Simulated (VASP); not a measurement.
# CdSe (Fm-3m) in VASP: further runs

CdSe is run at these levels: PBEsol, HSE06, r2SCANh; tasks: single point.

Program: VASP 6.6.1. These are calculated values, not measurements. Logs are shortened: lines on timing, memory, paths and dates and some standing lists are left out, and cuts for length are marked.

**1. The cell of the first run**

Symmetry: Fm-3m, No. 225, cubic system. Conventional cell: a = 5.748 Å, b = 5.748 Å, c = 5.748 Å, α = 90.00°, β = 90.00°, γ = 90.00°. Within 3.8 Å of Cd (site symmetry m-3m) lie 6 Se at 2.87 Å. Se (site symmetry m-3m) has 6 Cd at 2.87 Å within 3.8 Å.

**2. Single point, PBEsol**

INCAR reads:

```
PREC     = Accurate       # precision mode
ENCUT    = 500            # plane-wave cutoff, eV
EDIFF    = 1E-6           # SCF threshold, eV
ISMEAR   = -1             # smearing method
SIGMA    = 0.05           # smearing width, eV
LREAL    = F              # projectors in reciprocal space
LASPH    = T              # aspherical terms in the spheres
NELM     = 120            # most SCF steps
ALGO     = Normal         # electronic algorithm
ISIF     = 2              # what is computed and relaxed
LWAVE    = F              # write WAVECAR
LCHARG   = F              # write CHGCAR
GGA      = PS             # functional
NBANDS   = 16             # bands
GGA_COMPAT= F
```

KPOINTS reads:

```
regular mesh
0
Gamma
  2 2 2
```

POSCAR reads:

```
CdSe
1.0
    0.0000000000      2.8739600000      2.8739600000
    2.8739600000      0.0000000000      2.8739600000
    2.8739600000      2.8739600000      0.0000000000
Cd Se
1 1
Direct
    0.0000000000      0.0000000000      0.0000000000
    0.5000000000      0.5000000000      0.5000000000
```

Potentials or basis: VASP PAW PBE potentials, release 64 (Cd, Se).

Launch:

```console
$ cat potpaw_PBE.64/Cd/POTCAR potpaw_PBE.64/Se/POTCAR > POTCAR
$ mpirun -np 1 vasp_std > vasp.out
```

OUTCAR:

```text
PREC = Accurate
   ENCUT = 500
   EDIFF = 1E-6
   ISMEAR = -1
   LREAL = F
   LASPH = T
   NELM = 120
   ISIF = 2
   GGA = PS

 ion  position               nearest neighbor table
   1  0.000  0.000  0.000-   2 2.87   2 2.87   2 2.87   2 2.87   2 2.87   2 2.87
   2  0.500  0.500  0.500-   1 2.87   1 2.87   1 2.87   1 2.87   1 2.87   1 2.87

  LATTYP: Found a face centered cubic cell.
 ALAT       =     5.7479200000

  Lattice vectors:

 A1 = (   0.0000000000,   2.8739600000,   2.8739600000)
 A2 = (   2.8739600000,   0.0000000000,   2.8739600000)
 A3 = (   2.8739600000,   2.8739600000,   0.0000000000)

Analysis of symmetry for initial positions (statically):
=====================================================================
 Subroutine PRICEL returns:
 Original cell was already a primitive cell.

 Routine SETGRP: Setting up the symmetry group for a
 face centered cubic supercell.

 Subroutine GETGRP returns: Found 48 space group operations
 (whereof 48 operations were pure point group operations)
 out of a pool of 48 trial point group operations.

The static configuration has the point symmetry O_h .

Analysis of symmetry for dynamics (positions and initial velocities):
=====================================================================
 Subroutine PRICEL returns:
 Original cell was already a primitive cell.

 Routine SETGRP: Setting up the symmetry group for a
 face centered cubic supercell.

 Subroutine GETGRP returns: Found 48 space group operations
 (whereof 48 operations were pure point group operations)
 out of a pool of 48 trial point group operations.

The dynamic configuration has the point symmetry O_h .

 Subroutine INISYM returns: Found 48 space group operations
 (whereof 48 operations are pure point group operations),
 and found     1 'primitive' translations

----------------------------------------------------------------------------------------

                                     Primitive cell

  volume of cell :      47.4758

  direct lattice vectors                    reciprocal lattice vectors
     0.000000000  2.873960000  2.873960000    -0.173975977  0.173975977  0.173975977
     2.873960000  0.000000000  2.873960000     0.173975977 -0.173975977  0.173975977
     2.873960000  2.873960000  0.000000000     0.173975977  0.173975977 -0.173975977

  length of vectors
     4.064393210  4.064393210  4.064393210     0.301335232  0.301335232  0.301335232

  position of ions in fractional coordinates (direct lattice)
     0.000000000  0.000000000  0.000000000
     0.500000000  0.500000000  0.500000000

  ion indices of the primitive-cell ions
   primitive index   ion index
                 1           1
                 2           2

----------------------------------------------------------------------------------------

 KPOINTS: regular mesh

Automatic generation of k-mesh.
 Grid dimensions read from file:
 generate k-points for:    2    2    2

 Generating k-lattice:

  Cartesian coordinates                     Fractional coordinates (reciprocal lattice)
    -0.086987989  0.086987989  0.086987989     0.500000000  0.000000000  0.000000000
     0.086987989 -0.086987989  0.086987989     0.000000000  0.500000000  0.000000000
     0.086987989  0.086987989 -0.086987989     0.000000000  0.000000000  0.500000000

  Length of vectors
     0.150667616  0.150667616  0.150667616

  Shift w.r.t. Gamma in fractional coordinates (k-lattice)
     0.000000000  0.000000000  0.000000000

 Subroutine IBZKPT returns following result:
 ===========================================

 Found      3 irreducible k-points:

 Following reciprocal coordinates:
            Coordinates               Weight
  0.000000  0.000000  0.000000      1.000000
  0.500000  0.000000  0.000000      4.000000
  0.500000  0.500000  0.000000      3.000000
   k-points           NKPTS =      3   k-points in BZ     NKDIM =      3   number of bands    NBANDS=     16
   number of dos      NEDOS =    301   number of ions     NIONS =      2
   total plane-waves  NPLWV =  27000
   dimension x,y,z NGX =    30 NGY =   30 NGZ =   30
   dimension x,y,z NGXF=    60 NGYF=   60 NGZF=   60
   ions per type =               1   1
   NGX,Y,Z   is equivalent  to a cutoff of  12.27, 12.27, 12.27 a.u.
   NGXF,Y,Z  is equivalent  to a cutoff of  24.54, 24.54, 24.54 a.u.
 SYSTEM =  unknown system
   PREC   = accura    normal or accurate (medium, high low for compatibility)
   ISTART =      0    job   : 0-new  1-cont  2-samecut
   ICHARG =      2    charge: 1-file 2-atom 10-const
   ISPIN  =      1    spin polarized calculation?
   LNONCOLLINEAR =      F non collinear calculations
   LSORBIT =      F    spin-orbit coupling
   LASPH  =      T    aspherical Exc in radial PAW
   ENCUT  =  500.0 eV  36.75 Ry    6.06 a.u.   7.41  7.41  7.41*2*pi/ulx,y,z
   NELM   =    120;   NELMIN=  2; NELMDL= -5     # of ELM steps
   EDIFF  = 0.1E-05   stopping-criterion for ELM
   LREAL  =      F    real-space projection
   EDIFFG = 0.1E-04   stopping-criterion for IOM
   NSW    =      0    number of steps for IOM
   IBRION =     -1    ionic relax: 0-MD 1-quasi-New 2-CG
   NFREE  =      0    steps in history (QN), initial steepest desc. (CG)
   ISIF   =      2    stress and relaxation
   ISYM   =      2    0-nonsym 1-usesym 2-fastsym
   POTIM  = 0.5000    time-step for ionic-motion
   TEBEG  =    0.0;   TEEND  =   0.0 temperature during run
   PSTRESS=    0.0 pullay stress
   NELECT =      18.0000    total number of electrons
   NUPDOWN=      -1.0000    fix difference up-down
   EMIN   =  10.00;   EMAX   =-10.00  energy-range for DOS
   EFERMI =   0.00;   METHOD = LEGACY
   ISMEAR =    -1;   SIGMA  =   0.05  broadening in eV -4-tet -1-fermi 0-gaus
   EFERMI_NEDOS =   21; number of points for ismear=-14 and -15
   IALGO  =     38    algorithm
   IMIX   =      4    mixing-type and parameters
     AMIX     =   0.40;   BMIX     =  1.00
     AMIX_MAG =   1.60;   BMIX_MAG =  1.00
  volume/ion in A,a.u.               =      23.74       160.19
  Fermi-wavevector in a.u.,A,eV,Ry     =   1.184882  2.239102 19.101823  1.403944
  Thomas-Fermi vector in A             =   2.321087
   LORBIT       =      0    0 simple, 1 ext, 2 COOP (PROOUT), +10 PAW based schemes
   GGA     = PS    functional components
   LHFCALC =     F    Hartree Fock is set to
   AEXX    =    0.0000 exact exchange contribution
   IVDW    =     0    specifies the selected vdW correction
   LEPSILON=     F    determine dielectric tensor
   LRPA    =     F    only Hartree local field effects (RPA)
 non-spin polarized calculation
  energy-cutoff  :      500.00
  volume of cell :       47.48
 maximum number of plane-waves:      1243
 NGX is ok and might be reduce to    30
   NGX = 15   NGY = 15   NGZ = 15

 number of electron      18.0000008 magnetization

 Free energy of the ion-electron system (eV)
  ---------------------------------------------------
  ext. energy  EPLUGINS =         0.00000000
  ---------------------------------------------------
  free energy    TOTEN  =        -4.32486865 eV

  energy without entropy =       -4.25495269  energy(sigma->0) =       -4.28991067

 E-fermi :   2.0281     XC(G=0): -10.1338

 val. band max:        2.0041245944   @ k =   0.5000   0.0000   0.0000
 cond. band min:       2.1633462283   @ k =   0.0000   0.0000   0.0000
 fundamental gap:      0.1592216339
 Fermi energy:         2.0281353295

 k-point     1 :       0.0000    0.0000    0.0000
  band No.  band energies     occupation
      1     -10.8842      2.00000
      2      -5.4890      2.00000
      3      -5.4890      2.00000
      4      -5.4697      2.00000
      5      -5.4697      2.00000
      6      -5.4697      2.00000
      7       1.4199      1.99999
      8       1.4199      1.99999
      9       1.4199      1.99999
     10       2.1633      0.12545
     11      10.7338      0.00000
     12      10.7338      0.00000
     13      10.7338      0.00000
     14      11.8893      0.00000
     15      11.8893      0.00000
     16      11.8893      0.00000

 k-point     2 :       0.5000    0.0000    0.0000
  band No.  band energies     occupation
      1     -10.0000      2.00000
      2      -5.7267      2.00000
      3      -5.7267      2.00000
      4      -5.6467      2.00000
      5      -5.3260      2.00000
      6      -5.3260      2.00000
      7      -2.7972      2.00000
      8       2.0041      1.23560
      9       2.0041      1.23560
     10       5.0895      0.00000
     11       7.3807      0.00000
     12       7.3807      0.00000
     13       8.0295      0.00000
     14      13.2927      0.00000
     15      14.9391      0.00000
     16      14.9391      0.00000

 k-point     3 :       0.5000    0.5000    0.0000
  band No.  band energies     occupation
      1     -10.0998      2.00000
      2      -5.5809      2.00000
      3      -5.4092      2.00000
      4      -5.2732      2.00000
      5      -5.2732      2.00000
      6      -4.8410      2.00000
      7      -2.0167      2.00000
      8      -0.0015      2.00000
      9      -0.0015      2.00000
     10       1.7094      1.99660
     11       7.5710      0.00000
     12      11.7261      0.00000
     13      12.3711      0.00000
     14      12.3711      0.00000
     15      16.4273      0.00000
     16      16.9287      0.00000

------------------------ aborting loop because EDIFF is reached ----------------------------------------

  FORCE on cell =-STRESS in cart. coord.  units (eV):
  Direction    XX          YY          ZZ          XY          YZ          ZX
  --------------------------------------------------------------------------------------
  -------------------------------------------------------------------------------------
  Total        0.7912823      0.7912823      0.7912823      0.0000000      0.0000000      0.0000000
  in kB       26.7036051     26.7036051     26.7036051      0.0000000      0.0000000      0.0000000
  external PRESSURE =      26.7036051 kB  Pullay stress =       0.0000000 kB

 VOLUME and BASIS-vectors are now :
 -----------------------------------------------------------------------------
  energy-cutoff  :      500.00
  volume of cell :       47.48
      direct lattice vectors                 reciprocal lattice vectors
     0.000000000  2.873960000  2.873960000    -0.173975977  0.173975977  0.173975977
     2.873960000  0.000000000  2.873960000     0.173975977 -0.173975977  0.173975977
     2.873960000  2.873960000  0.000000000     0.173975977  0.173975977 -0.173975977

 POSITION                                       TOTAL-FORCE (eV/Angst)
 -----------------------------------------------------------------------------------
      0.00000      0.00000      0.00000        -0.000000      0.000000     -0.000000
      2.87396      2.87396      2.87396         0.000000     -0.000000      0.000000
 -----------------------------------------------------------------------------------
    total drift:                               -0.000000      0.000000      0.000000

  FREE ENERGIE OF THE ION-ELECTRON SYSTEM (eV)
  ---------------------------------------------------
  free  energy   TOTEN  =        -4.3248686477 eV

  energy  without entropy=       -4.2549526871  energy(sigma->0) =       -4.28991067
```

It took 7.2 s on 1 thread of Intel Xeon 6975P-C, shared host; peak memory 0.16 GiB.

What came out:

- Free energy: -4.3249 eV
- Pressure: 2.7 GPa
- Band gap on the k mesh: zero (band 9 reaches 2.00 eV, above the bottom of band 10 at 1.71 eV)

Caveat: the k points lie up to 0.95 Å⁻¹ apart; the PAW data sets were made with another functional, which shifts forces and pressure a little.

**3. Single point, HSE06**

POSCAR is that of step 2.

INCAR.step1 reads:

```
PREC = Accurate ; ENCUT = 400
EDIFF = 1E-5 ; ISMEAR = -1
SIGMA = 0.05 ; LREAL = False
LASPH = True ; NELM = 120
ALGO = Normal ; ISIF = 2
LWAVE = True ; LCHARG = False
NBANDS = 16 ; GGA = PE
GGA_COMPAT = False
```

INCAR.step2 reads:

```
PREC = Accurate ; ENCUT = 400
EDIFF = 1E-6 ; ISMEAR = -1
SIGMA = 0.05 ; LREAL = False
LASPH = True ; NELM = 120
ALGO = Normal ; ISIF = 2
LWAVE = False ; LCHARG = False
GGA = PE ; LHFCALC = True
HFSCREEN = 0.2079 ; PRECFOCK = Normal
NBANDS = 16 ; ISTART = 1
GGA_COMPAT = False
```

KPOINTS is that of step 2.

Potentials or basis: VASP PAW PBE potentials, release 64 (Cd, Se).

Launch:

```console
$ cat potpaw_PBE.64/Cd/POTCAR potpaw_PBE.64/Se/POTCAR > POTCAR
$ cp INCAR.step1 INCAR
$ mpirun -np 1 vasp_std > vasp.out
$ cp INCAR.step2 INCAR
$ mpirun -np 1 vasp_std > vasp.out
```

It took 62 s on 1 thread of Intel Xeon 6975P-C, shared host; peak memory 0.25 GiB.

Results (log left out):

| Item | Value |
| --- | --- |
| Free energy | -4.7217 eV |
| Pressure | 3.9 GPa |
| Band gap on the k mesh | 0.28 eV, indirect (least direct gap 1.71 eV) |

Levels at points of the mesh, in eV from the valence-band top:
```csv
k point,band 6,band 7,band 8,band 9,band 10,band 11,band 12,band 13
"(0.00, 0.00, 0.00)",-9.73,-0.53,-0.53,-0.53,1.18,9.57,9.57,9.57
"(0.50, 0.00, 0.00)",-9.60,-5.30,0.00,0.00,3.93,6.14,6.14,7.24
"(0.50, 0.50, 0.00)",-8.84,-4.33,-2.13,-2.13,0.28,6.23,11.16,11.64
```

Caveat: the k points lie up to 0.95 Å⁻¹ apart; the PAW data sets were made with another functional, which shifts forces and pressure a little. A k mesh can miss the band edges.

**4. Single point, r2SCANh**

POSCAR is that of step 3.

INCAR.step1 reads:

```
SYSTEM = CdSe
PREC     = Accurate       ! precision mode
ENCUT    = 440            ! plane-wave cutoff, eV
EDIFF    = 1E-5           ! SCF threshold, eV
ISMEAR   = -1             ! smearing method
SIGMA    = 0.05           ! smearing width, eV
LREAL    = .FALSE.        ! projectors in reciprocal space
LASPH    = .TRUE.         ! aspherical terms in the spheres
NELM     = 120            ! most SCF steps
ALGO     = Normal         ! electronic algorithm
ISIF     = 2              ! what is computed and relaxed
LWAVE    = .TRUE.         ! write WAVECAR
LCHARG   = .FALSE.        ! write CHGCAR
NBANDS   = 16             ! bands
GGA      = PE             ! functional
GGA_COMPAT= .FALSE.
```

INCAR.step2 reads:

```
SYSTEM = CdSe
PREC     = Accurate       ! precision mode
ENCUT    = 440            ! plane-wave cutoff, eV
EDIFF    = 1E-6           ! SCF threshold, eV
ISMEAR   = -1             ! smearing method
SIGMA    = 0.05           ! smearing width, eV
LREAL    = .FALSE.        ! projectors in reciprocal space
LASPH    = .TRUE.         ! aspherical terms in the spheres
NELM     = 120            ! most SCF steps
ALGO     = Normal         ! electronic algorithm
ISIF     = 2              ! what is computed and relaxed
LWAVE    = .FALSE.        ! write WAVECAR
LCHARG   = .FALSE.        ! write CHGCAR
METAGGA  = R2SCAN         ! meta-GGA
LHFCALC  = .TRUE.         ! exact exchange
AEXX     = 0.1            ! exact-exchange fraction
LMIXTAU  = .TRUE.       
PRECFOCK = Normal       
NBANDS   = 16             ! bands
ISTART   = 1            
GGA_COMPAT= .FALSE.
```

KPOINTS reads:

```
Automatic mesh
0
G
  2 2 2
  0 0 0
```

Launch:

```console
$ cat potpaw_PBE.64/Cd/POTCAR potpaw_PBE.64/Se/POTCAR > POTCAR
$ cp INCAR.step1 INCAR
$ mpirun -np 1 vasp_std > vasp.out
$ cp INCAR.step2 INCAR
$ mpirun -np 1 vasp_std > vasp.out
```

Run time: 76 s. Hardware: 1 thread of Intel Xeon 6975P-C, shared host; peak memory 0.17 GiB.

Results (log left out):

* Free energy: -31.6886 eV
* Pressure: 3.9 GPa
* Band gap on the k mesh: 0.34 eV, indirect (least direct gap 1.76 eV)

Levels at points of the mesh, in eV from the valence-band top:
| k point | band 6 | band 7 | band 8 | band 9 | band 10 | band 11 | band 12 | band 13 |
| --- | --- | --- | --- | --- | --- | --- | --- | --- |
| (0.00, 0.00, 0.00) | -9.28 | -0.52 | -0.52 | -0.52 | 1.24 | 9.63 | 9.63 | 9.63 |
| (0.50, 0.00, 0.00) | -9.16 | -5.20 | 0.00 | 0.00 | 4.03 | 6.24 | 6.24 | 7.16 |
| (0.50, 0.50, 0.00) | -8.42 | -4.26 | -2.09 | -2.09 | 0.34 | 6.24 | 11.26 | 11.77 |

Caveat: the k points lie up to 0.95 Å⁻¹ apart; the PAW data sets were made with another functional, which shifts forces and pressure a little. A k mesh can miss the band edges.

**5. Overview**

```tsv
level	cutoff (eV)	grid for exact exchange (PRECFOCK)	screening parameter	gap on the mesh (eV)	pressure (GPa)
PBEsol	500	-	-	none	2.7
HSE06	400	Normal	0.2079 1/Å	0.28	3.9
r2SCANh	440	Normal	-	0.34	3.9
```

Alike in all rows: task single point; potentials or basis VASP PAW PBE potentials, release 64 (Cd, Se); no spin polarisation; cell as given; k mesh 2 × 2 × 2; smearing fermi-dirac 0.05 eV.

Caveats: all runs use coarse meshes; the PAW data sets were made with another functional, which shifts forces and pressure a little.

Total energies depend on the potentials used, so only differences within one code and one set of settings carry meaning.
